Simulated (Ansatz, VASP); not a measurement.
# One calculation of InSe, two programs

INCAR

```
  PREC = Accurate
  ENCUT = 520
  EDIFF = 1E-7
  ISMEAR = 0
  SIGMA = 0.02
  LREAL = False
  LASPH = True
  NELM = 60
  ALGO = Normal
  ISIF = 2
  LWAVE = False
  LCHARG = True
  LDIPOL = True
  IDIPOL = 3
  DIPOL = 0.5 0.5 0.500
  GGA = PE
  IVDW = 12
  LELF = True
  LVHAR = True
  LVACPOTAV = True
  NBANDS = 27
```

The input KPOINTS:

```
regular mesh
0
Gamma
  9 9 1
```

Contents of POSCAR:

```
InSe
1.0
    4.0940000000      0.0000000000      0.0000000000
   -2.0470000000      3.5455080031      0.0000000000
    0.0000000000      0.0000000000     36.7211901288
Se In
2 2
Direct
    0.0000000000      0.0000000000      0.4314289814
    0.0000000000      0.0000000000      0.5685432738
    0.6666666667      0.3333333333      0.4644126644
    0.6666666667      0.3333333333      0.5355596410
```

Input for Ansatz:

```yaml
crystal:
  lattice:
    - [4.094, 0.0, 0.0]
    - [-2.047, 3.5455080031, 0.0]
    - [0.0, 0.0, 36.7211901288]
  atoms:
    - { symbol: Se, position: [0.0, 0.0, 0.4314289814] }
    - { symbol: In, position: [0.6666666667, 0.3333333333, 0.4644126644] }
    - { symbol: In, position: [0.6666666667, 0.3333333333, 0.535559641] }
    - { symbol: Se, position: [0.0, 0.0, 0.5685432738] }
  periodic: [true, true, false]
basis:
  ecutwfc: 420
kpoints:
  mp_grid: { grid: [9, 9, 1] }
hamiltonian:
  xc: pbe
  dispersion: d3bj
scf:
  occupations: { method: gaussian, width: 0.02 }
output:
  forces: true
  stress: true
  eigenvalues: true
```

Alike in both runs: task single point; functional PBE; dispersion D3(BJ); k mesh 9 × 9 × 1; occupations gaussian, width 0.02 eV; no spin polarisation.

|  | VASP | Ansatz |
| --- | --- | --- |
| version | VASP 6.6.1 | Ansatz 0.2.0 |
| potentials or method | VASP PAW PBE potentials, release 64 (Se, In_d), cutoff 520 eV | scalar-relativistic, plane waves, PAW |
| valence electrons in the cell | 38 | 58 |

```tsv
	VASP	Ansatz	Ansatz less VASP
gap on the k mesh at the Fermi level (eV)	1.29	1.30	+0.013
least direct gap on the mesh (eV)	1.37	1.38	+0.011
rms of the force components (eV/Å)	0.427	0.431	+0.0041
```

VASP's potentials hold 38 valence electrons a cell and Ansatz's 58, so a difference there can come from the potentials and not from the codes.
